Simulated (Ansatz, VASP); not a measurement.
# One calculation of Sn3Se2S, two programs

Contents of INCAR:

```
SYSTEM = Sn3Se2S
ALGO = Normal
EDIFF = 1E-6
EDIFFG = -0.01
ENCUT = 600
GGA = PE
IBRION = 2
ISIF = 3
ISMEAR = 0
LASPH = .True.
LCHARG = .False.
LREAL = .False.
LWAVE = .False.
NELM = 100
NSW = 100
PREC = Accurate
SIGMA = 0.02
```

File KPOINTS:

```
k-points
0
Gamma
  12 12 4
  0 0 0
```

The input POSCAR:

```
Sn3Se2S
1.0
    4.2354696502      0.0000000000      0.0000000000
   -2.1177348251      3.6680243140      0.0000000000
    0.0000000000      0.0000000000     10.3415594659
Sn Se S
3 2 1
Direct
    0.6666666667      0.3333333333      0.8421226337
    0.0000000000      0.0000000000      0.5000000000
    0.3333333333      0.6666666667      0.1578773663
    0.3333333333      0.6666666667      0.6713075203
    0.6666666667      0.3333333333      0.3286924797
    0.0000000000      0.0000000000      0.0000000000
```

Input for Ansatz:

```yaml
crystal:
  lattice:
    - [4.2354696502, 0.0, 0.0]
    - [-2.1177348251, 3.668024314, 0.0]
    - [0.0, 0.0, 10.3415594659]
  atoms:
    - { symbol: Sn, position: [0.6666666667, 0.3333333333, 0.8421226337] }
    - { symbol: Sn, position: [0.0, 0.0, 0.5] }
    - { symbol: Sn, position: [0.3333333333, 0.6666666667, 0.1578773663] }
    - { symbol: Se, position: [0.3333333333, 0.6666666667, 0.6713075203] }
    - { symbol: Se, position: [0.6666666667, 0.3333333333, 0.3286924797] }
    - { symbol: S, position: [0.0, 0.0, 0.0] }
basis:
  ecutwfc: 420
kpoints:
  mp_grid: { grid: [12, 12, 4] }
hamiltonian:
  xc: pbe
scf:
  occupations: { method: gaussian, width: 0.02 }
output:
  forces: true
  stress: true
  eigenvalues: true
  write_density: true
  write_potential: true
  elf: true
  volumetric_format: npy
relax:
  adjacent_minimum: "off"
  f_tol: 0.01
  max_steps: 80
  cell: { stress_tol: 0.05 }
```

Alike in both runs: task relaxation of cell and atoms; functional PBE; k mesh 12 × 12 × 4; occupations gaussian, width 0.02 eV; no spin polarisation.

|  | VASP | Ansatz |
| --- | --- | --- |
| version | VASP 6.6.1 | Ansatz 0.2.0 |
| potentials or method | VASP PAW PBE potentials, release 64 (Sn_d, Se, S), cutoff 600 eV | scalar-relativistic, plane waves, PAW |
| valence electrons in the cell | 60 | 80 |

```tsv
	VASP	Ansatz	Ansatz less VASP
gap on the k mesh at the Fermi level, each at its own relaxed structure (eV)	0.40	0.41	+0.006
relaxed volume (Å³/atom)	26.88	26.88	-0.001
relaxed length of the cell vector where the two differ most in proportion (Å)	10.365	10.372	+0.0078
```

VASP's potentials hold 60 valence electrons a cell and Ansatz's 80, so a difference there can come from the potentials and not from the codes.
